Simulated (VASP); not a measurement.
A run of VASP 6.6.1 is set up as follows.

Contents of INCAR:

```
SYSTEM = AgCl
ALGO = Normal
EDIFF = 1E-6
ENCUT = 520
GGA = PE
ISIF = 2
ISMEAR = 0
LASPH = .TRUE.
LCHARG = .FALSE.
LREAL = .FALSE.
LWAVE = .FALSE.
NBANDS = 16
NELM = 80
PREC = Accurate
SIGMA = 0.02
```

KPOINTS

```
k-points
0
G
  1 1 1
  0 0 0
```

The input POSCAR:

```
AgCl
1.0
    3.4339730000      0.0000000000      0.0000000000
    0.0000000000      3.4339730000      0.0000000000
    0.0000000000      0.0000000000      3.4339730000
Ag Cl
1 1
Direct
    0.0000000000      0.0000000000      0.0000000000
    0.5000000000      0.5000000000      0.5000000000
```

Potentials or basis: VASP PAW PBE potentials, release 64 (Ag, Cl).

Command:

```bash
$ cat potpaw_PBE.64/Ag/POTCAR potpaw_PBE.64/Cl/POTCAR > POTCAR
$ mpirun -np 1 vasp_gam > vasp.out
```

Task: Estimate the band gap on the k mesh.

Result: 1.23 eV.

Task: Predict the pressure.

Result: 3.1 GPa.

Caveat: the k points lie up to 1.83 Å⁻¹ apart. As with any semilocal functional, this PBE gap is likely too small.
